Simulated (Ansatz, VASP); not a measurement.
**One calculation of Co, two programs**

File INCAR:

```
  ALGO = Normal
  EDIFF = 1E-6
  ENCUT = 600
  GGA = PE
  GGA_COMPAT = F
  ISIF = 2
  ISMEAR = -1
  ISPIN = 2
  LASPH = T
  LCHARG = F
  LMAXMIX = 4
  LORBIT = 11
  LREAL = F
  LWAVE = F
  MAGMOM = 3 3 3 3
  NBANDS = 30
  NELM = 200
  PREC = Accurate
  SIGMA = 0.15
```

Contents of KPOINTS:

```
k-points
0
Gamma
  1 3 3
```

File POSCAR:

```
Co
1.0
   -4.0903280000      0.0401000000      4.1177100000
    0.0349300000      2.0950700000      2.1138360000
   -2.0929400000      2.0878660000     -0.0277260000
Co
4
Direct
    0.2430050000      0.1186980000      0.6699770000
    0.4725110000      0.6129660000      1.1394980000
    0.7756200000      0.0939780000      0.6660860000
    0.9975200000      0.6550890000      1.1547140000
```

Input for Ansatz:

```yaml
crystal:
  lattice:
  - [-4.090328, 0.0401, 4.11771]
  - [0.03493, 2.09507, 2.113836]
  - [-2.09294, 2.087866, -0.027726]
  atoms:
  - symbol: Co
    position: [0.243005, 0.118698, 0.669977]
    spin: 3.0
  - symbol: Co
    position: [0.472511, 0.612966, 1.139498]
    spin: 3.0
  - symbol: Co
    position: [0.77562, 0.093978, 0.666086]
    spin: 3.0
  - symbol: Co
    position: [0.99752, 0.655089, 1.154714]
    spin: 3.0
kpoints:
  mp_grid:
    grid: [1, 3, 3]
    shift: [0, 0, 0]
hamiltonian:
  xc: pbe
  dispersion: none
  pseudopotentials:
    kind: all_electron
    lapw: {basis_error: 0.0001 eV}
magnetization: {spin_polarized: true}
scf:
  occupations: {method: fermi_dirac, width: 0.15}
  lower_state_search: 'off'
  convergence: {dr2_threshold: 4e-10 eV}
output: {forces: true, stress: true}
```

Alike in both runs: task single point; functional PBE; k mesh 1 × 3 × 3; occupations fermi-dirac, width 0.15 eV; collinear spin.

|  | VASP | Ansatz |
| --- | --- | --- |
| version | VASP 6.6.1 | Ansatz 0.2 development build |
| potentials or method | VASP PAW PBE potentials, release 64 (Co), cutoff 600 eV | all-electron full-potential LAPW, scalar-relativistic |

Ansatz gave:

| Property | Result |
| --- | --- |
| rms of the force components (eV/Å) | 1.421 |
| net moment per atom (μB) | 0.82 |
| size of the moment on the site where the two differ most (μB) | 0.58 |

Problem. Estimate VASP's values.

Solution. rms of the force components (eV/Å): 1.326; net moment per atom (μB): 0.77; size of the moment on the site where the two differ most (μB): 0.52.

Site moments also hang on the region over which each program counts them. Atom by atom the forces differ by 0.113 eV/Å (rms over components). Ansatz ran all-electron here, and VASP with PAW potentials.

The k mesh is coarse, so the values compare programs but aren't converged.
